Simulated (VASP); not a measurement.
# SrTiO3 (Tausonite) (Pm-3m) in VASP: a series of runs

Runs on SrTiO3 (Tausonite). Level: PBE. Tasks: single point.

All numbers are computed with VASP 6.6.1; they aren't measurements. Logs are shortened: lines on timing, memory, paths and dates and some standing lists are left out, and cuts for length are marked.

## 1. The cell of the first run

Symmetry: Pm-3m, No. 221, cubic system. The conventional cell has a = 3.936 Å, b = 3.936 Å, c = 3.936 Å, α = 90.00°, β = 90.00°, γ = 90.00°. Within 3.7 Å of Sr (site symmetry m-3m) lie 12 O at 2.78 Å and 8 Ti at 3.41 Å. Ti (site symmetry m-3m) has 6 O at 1.97 Å within 2.6 Å. O (site symmetry 4/mmm) has 2 Ti at 1.97 Å within 2.6 Å.

## 2. Single point, PBE

INCAR

```
ALGO = Normal
EDIFF = 1E-6
ENCUT = 520
GGA = PE
ISIF = 2
ISMEAR = 0
LASPH = T
LCHARG = F
LREAL = F
LWAVE = F
NBANDS = 28
NELM = 60
PREC = Accurate
SIGMA = 0.02
```

KPOINTS

```
k-points
0
Gamma
  8 8 8
```

POSCAR

```
SrTiO3
1.0
    3.9364041143      0.0000000000      0.0000000000
    0.0000000000      3.9364041143      0.0000000000
    0.0000000000      0.0000000000      3.9364041143
Sr Ti O
1 1 3
Direct
    0.5000000000      0.5000000000      0.5000000000
    0.0000000000      0.0000000000      0.0000000000
    0.5000000000      0.0000000000      0.0000000000
    0.0000000000      0.5000000000      0.0000000000
    0.0000000000      0.0000000000      0.5000000000
```

Potentials or basis: VASP PAW PBE potentials, release 64 (Sr_sv, Ti_sv, O).

On the command line:

```console
$ cat potpaw_PBE.64/Sr_sv/POTCAR potpaw_PBE.64/Ti_sv/POTCAR potpaw_PBE.64/O/POTCAR > POTCAR
$ mpirun -np 1 vasp_std > vasp.out
```

OUTCAR:

```text
EDIFF = 1E-6
   ENCUT = 520
   GGA = PE
   ISIF = 2
   ISMEAR = 0
   LASPH = T
   LREAL = F
   NELM = 60
   PREC = Accurate

 ion  position               nearest neighbor table
   1  0.500  0.500  0.500-   3 2.78   4 2.78   5 2.78   3 2.78   4 2.78   3 2.78   5 2.78   3 2.78
                             4 2.78   5 2.78   4 2.78   5 2.78   2 3.41   2 3.41   2 3.41   2 3.41
   2  0.000  0.000  0.000-   3 1.97   4 1.97   5 1.97   5 1.97   4 1.97   3 1.97   1 3.41   1 3.41
                             1 3.41   1 3.41   1 3.41   1 3.41   1 3.41   1 3.41
   3  0.500  0.000  0.000-   2 1.97   2 1.97   1 2.78   1 2.78   1 2.78   1 2.78
   4  0.000  0.500  0.000-   2 1.97   2 1.97   1 2.78   1 2.78   1 2.78   1 2.78
   5  0.000  0.000  0.500-   2 1.97   2 1.97   1 2.78   1 2.78   1 2.78   1 2.78

  LATTYP: Found a simple cubic cell.
 ALAT       =     3.9364041143

  Lattice vectors:

 A1 = (   3.9364041143,   0.0000000000,   0.0000000000)
 A2 = (   0.0000000000,   3.9364041143,   0.0000000000)
 A3 = (   0.0000000000,   0.0000000000,   3.9364041143)

Analysis of symmetry for initial positions (statically):
=====================================================================
 Subroutine PRICEL returns:
 Original cell was already a primitive cell.

 Routine SETGRP: Setting up the symmetry group for a
 simple cubic supercell.

 Subroutine GETGRP returns: Found 48 space group operations
 (whereof 48 operations were pure point group operations)
 out of a pool of 48 trial point group operations.

The static configuration has the point symmetry O_h .

Analysis of symmetry for dynamics (positions and initial velocities):
=====================================================================
 Subroutine PRICEL returns:
 Original cell was already a primitive cell.

 Routine SETGRP: Setting up the symmetry group for a
 simple cubic supercell.

 Subroutine GETGRP returns: Found 48 space group operations
 (whereof 48 operations were pure point group operations)
 out of a pool of 48 trial point group operations.

The dynamic configuration has the point symmetry O_h .

 Subroutine INISYM returns: Found 48 space group operations
 (whereof 48 operations are pure point group operations),
 and found     1 'primitive' translations

----------------------------------------------------------------------------------------

                                     Primitive cell

  volume of cell :      60.9957
[... 96 lines left out ...]
   LREAL  =      F    real-space projection
   EDIFFG = 0.1E-04   stopping-criterion for IOM
   NSW    =      0    number of steps for IOM
   IBRION =     -1    ionic relax: 0-MD 1-quasi-New 2-CG
   NFREE  =      0    steps in history (QN), initial steepest desc. (CG)
   ISIF   =      2    stress and relaxation
   ISYM   =      2    0-nonsym 1-usesym 2-fastsym
   POTIM  = 0.5000    time-step for ionic-motion
   TEBEG  =    0.0;   TEEND  =   0.0 temperature during run
   PSTRESS=    0.0 pullay stress
   NELECT =      40.0000    total number of electrons
   NUPDOWN=      -1.0000    fix difference up-down
   EMIN   =  10.00;   EMAX   =-10.00  energy-range for DOS
   EFERMI =   0.00;   METHOD = LEGACY
   ISMEAR =     0;   SIGMA  =   0.02  broadening in eV -4-tet -1-fermi 0-gaus
   EFERMI_NEDOS =   21; number of points for ismear=-14 and -15
   IALGO  =     38    algorithm
   IMIX   =      4    mixing-type and parameters
     AMIX     =   0.40;   BMIX     =  1.00
     AMIX_MAG =   1.60;   BMIX_MAG =  1.00
  volume/ion in A,a.u.               =      12.20        82.32
  Fermi-wavevector in a.u.,A,eV,Ry     =   1.422313  2.687782 27.524232  2.022974
  Thomas-Fermi vector in A             =   2.543030
   LORBIT       =      0    0 simple, 1 ext, 2 COOP (PROOUT), +10 PAW based schemes
   GGA     = PE    functional components
   LHFCALC =     F    Hartree Fock is set to
   AEXX    =    0.0000 exact exchange contribution
   IVDW    =     0    specifies the selected vdW correction
   LEPSILON=     F    determine dielectric tensor
   LRPA    =     F    only Hartree local field effects (RPA)
 non-spin polarized calculation
 Gauss-broadening in eV      SIGMA  =   0.02
  energy-cutoff  :      520.00
  volume of cell :       61.00
 maximum number of plane-waves:      1671
 NGX is ok and might be reduce to    30
   NGX = 15   NGY = 15   NGZ = 15

 number of electron      39.9999990 magnetization

 Free energy of the ion-electron system (eV)
  ---------------------------------------------------
  ext. energy  EPLUGINS =         0.00000000
  ---------------------------------------------------
  free energy    TOTEN  =       -40.10326456 eV

  energy without entropy =      -40.10326456  energy(sigma->0) =      -40.10326456

 E-fermi :   4.1506     XC(G=0): -11.1445

 val. band max:        3.9706465506   @ k =   0.5000   0.5000   0.5000
 cond. band min:       5.7805468669   @ k =   0.0000   0.0000   0.0000
 fundamental gap:      1.8099003163
 Fermi energy:         4.1505894135

 k-point     1 :       0.0000    0.0000    0.0000
  band No.  band energies     occupation
      1     -52.5941      2.00000
      2     -28.8946      2.00000
      3     -28.8250      2.00000
      4     -28.8250      2.00000
      5     -28.8250      2.00000
      6     -13.3704      2.00000
[... 733 lines left out ...]
     27      12.0929      0.00000
     28      12.5841      0.00000

 [... further k-points ...]

------------------------ aborting loop because EDIFF is reached ----------------------------------------

  FORCE on cell =-STRESS in cart. coord.  units (eV):
  Direction    XX          YY          ZZ          XY          YZ          ZX
  --------------------------------------------------------------------------------------
  -------------------------------------------------------------------------------------
  Total        0.2444683      0.2444683      0.2444683     -0.0000000     -0.0000000      0.0000000
  in kB        6.4214637      6.4214637      6.4214637     -0.0000000     -0.0000000      0.0000000
  external PRESSURE =       6.4214637 kB  Pullay stress =       0.0000000 kB

 VOLUME and BASIS-vectors are now :
 -----------------------------------------------------------------------------
  energy-cutoff  :      520.00
  volume of cell :       61.00
      direct lattice vectors                 reciprocal lattice vectors
     3.936404114  0.000000000  0.000000000     0.254038958  0.000000000  0.000000000
     0.000000000  3.936404114  0.000000000     0.000000000  0.254038958  0.000000000
     0.000000000  0.000000000  3.936404114     0.000000000  0.000000000  0.254038958

 POSITION                                       TOTAL-FORCE (eV/Angst)
 -----------------------------------------------------------------------------------
      1.96820      1.96820      1.96820         0.000000      0.000000      0.000000
      0.00000      0.00000      0.00000         0.000000      0.000000      0.000000
      1.96820      0.00000      0.00000         0.000000      0.000000      0.000000
      0.00000      1.96820      0.00000         0.000000      0.000000      0.000000
      0.00000      0.00000      1.96820         0.000000      0.000000      0.000000
 -----------------------------------------------------------------------------------
    total drift:                                0.000000     -0.000000      0.000000

  FREE ENERGIE OF THE ION-ELECTRON SYSTEM (eV)
  ---------------------------------------------------
  free  energy   TOTEN  =       -40.1032645619 eV

  energy  without entropy=      -40.1032645619  energy(sigma->0) =      -40.10326456
```

stdout:

```text
POSCAR found type information on POSCAR SrTiO
 POSCAR found :  3 types and       5 ions
 scaLAPACK will be used
 LDA part: xc-table for (Slater+PW92), standard interpolation
 POSCAR, INCAR and KPOINTS ok, starting setup
 FFT: planning ... GRIDC
 FFT: planning ... GRID_SOFT
 FFT: planning ... GRID
 WAVECAR not read
 entering main loop
```

Wall time 33 s (1 thread of Intel Xeon 6975P-C (Granite Rapids), shared host); peak memory 0.2 GiB.

Results:

* Free energy: -40.1033 eV
* Pressure: 0.6 GPa
* Band gap on the k mesh: 1.81 eV, indirect (least direct gap 2.18 eV)

A k mesh can miss the band edges.

## 3. Single point, PBE

INCAR

```
ALGO     = Normal         # electronic algorithm
EDIFF    = 1E-6           # SCF threshold, eV
ENCUT    = 520            # plane-wave cutoff, eV
GGA      = PE             # functional
ISIF     = 2              # what is computed and relaxed
ISMEAR   = 0              # smearing method
LASPH    = True           # aspherical terms in the spheres
LCHARG   = False          # write CHGCAR
LREAL    = False          # projectors in reciprocal space
LWAVE    = False          # write WAVECAR
NBANDS   = 28             # bands
NELM     = 100            # most SCF steps
PREC     = Accurate       # precision mode
SIGMA    = 0.01           # smearing width, eV
```

KPOINTS is that of step 2.

POSCAR is that of step 2.

Potentials or basis: VASP PAW PBE potentials, release 64 (Sr_sv, Ti_sv, O).

On the command line:

```console
$ cat potpaw_PBE.64/Sr_sv/POTCAR potpaw_PBE.64/Ti_sv/POTCAR potpaw_PBE.64/O/POTCAR > POTCAR
$ mpirun -np 1 vasp_std > vasp.out
```

OUTCAR:

```text
EDIFF = 1E-6
   ENCUT = 520
   GGA = PE
   ISIF = 2
   ISMEAR = 0
   LASPH = True
   LREAL = False
   NELM = 100
   PREC = Accurate

 ion  position               nearest neighbor table
   1  0.500  0.500  0.500-   3 2.78   4 2.78   5 2.78   3 2.78   4 2.78   3 2.78   5 2.78   3 2.78
                             4 2.78   5 2.78   4 2.78   5 2.78   2 3.41   2 3.41   2 3.41   2 3.41
   2  0.000  0.000  0.000-   3 1.97   4 1.97   5 1.97   5 1.97   4 1.97   3 1.97   1 3.41   1 3.41
                             1 3.41   1 3.41   1 3.41   1 3.41   1 3.41   1 3.41
   3  0.500  0.000  0.000-   2 1.97   2 1.97   1 2.78   1 2.78   1 2.78   1 2.78
   4  0.000  0.500  0.000-   2 1.97   2 1.97   1 2.78   1 2.78   1 2.78   1 2.78
   5  0.000  0.000  0.500-   2 1.97   2 1.97   1 2.78   1 2.78   1 2.78   1 2.78

  LATTYP: Found a simple cubic cell.
 ALAT       =     3.9364041143

  Lattice vectors:

 A1 = (   3.9364041143,   0.0000000000,   0.0000000000)
 A2 = (   0.0000000000,   3.9364041143,   0.0000000000)
 A3 = (   0.0000000000,   0.0000000000,   3.9364041143)

Analysis of symmetry for initial positions (statically):
[... 184 lines left out ...]
 fundamental gap:      1.8099003164
 Fermi energy:         4.1505894135

 k-point     1 :       0.0000    0.0000    0.0000
  band No.  band energies     occupation
      1     -52.5941      2.00000
      2     -28.8946      2.00000
      3     -28.8250      2.00000
      4     -28.8250      2.00000
      5     -28.8250      2.00000
      6     -13.3704      2.00000
[... 733 lines left out ...]
     27      12.0929      0.00000
     28      12.5841      0.00000

 [... further k-points ...]

------------------------ aborting loop because EDIFF is reached ----------------------------------------

  FORCE on cell =-STRESS in cart. coord.  units (eV):
  Direction    XX          YY          ZZ          XY          YZ          ZX
  --------------------------------------------------------------------------------------
  -------------------------------------------------------------------------------------
  Total        0.2444683      0.2444683      0.2444683      0.0000000     -0.0000000      0.0000000
  in kB        6.4214650      6.4214650      6.4214650      0.0000000     -0.0000000      0.0000000
  external PRESSURE =       6.4214650 kB  Pullay stress =       0.0000000 kB

 VOLUME and BASIS-vectors are now :
 -----------------------------------------------------------------------------
  energy-cutoff  :      520.00
  volume of cell :       61.00
      direct lattice vectors                 reciprocal lattice vectors
     3.936404114  0.000000000  0.000000000     0.254038958  0.000000000  0.000000000
     0.000000000  3.936404114  0.000000000     0.000000000  0.254038958  0.000000000
     0.000000000  0.000000000  3.936404114     0.000000000  0.000000000  0.254038958

 POSITION                                       TOTAL-FORCE (eV/Angst)
 -----------------------------------------------------------------------------------
      1.96820      1.96820      1.96820         0.000000      0.000000      0.000000
      0.00000      0.00000      0.00000         0.000000      0.000000      0.000000
      1.96820      0.00000      0.00000         0.000000      0.000000      0.000000
      0.00000      1.96820      0.00000         0.000000      0.000000      0.000000
      0.00000      0.00000      1.96820         0.000000      0.000000      0.000000
 -----------------------------------------------------------------------------------
    total drift:                                0.000000     -0.000000      0.000000

  FREE ENERGIE OF THE ION-ELECTRON SYSTEM (eV)
  ---------------------------------------------------
  free  energy   TOTEN  =       -40.1032645619 eV

  energy  without entropy=      -40.1032645619  energy(sigma->0) =      -40.10326456
```

stdout:

```text
POSCAR found type information on POSCAR SrTiO
 POSCAR found :  3 types and       5 ions
 scaLAPACK will be used
 LDA part: xc-table for (Slater+PW92), standard interpolation
 POSCAR, INCAR and KPOINTS ok, starting setup
 FFT: planning ... GRIDC
 FFT: planning ... GRID_SOFT
 FFT: planning ... GRID
 WAVECAR not read
 entering main loop
```

Wall time 30 s (1 thread of Intel Xeon 6975P-C (Granite Rapids), shared host); peak memory 0.2 GiB.

Results:

| Item | Value |
| --- | --- |
| Free energy | -40.1033 eV |
| Pressure | 0.6 GPa |
| Band gap on the k mesh | 1.81 eV, indirect (least direct gap 2.18 eV) |
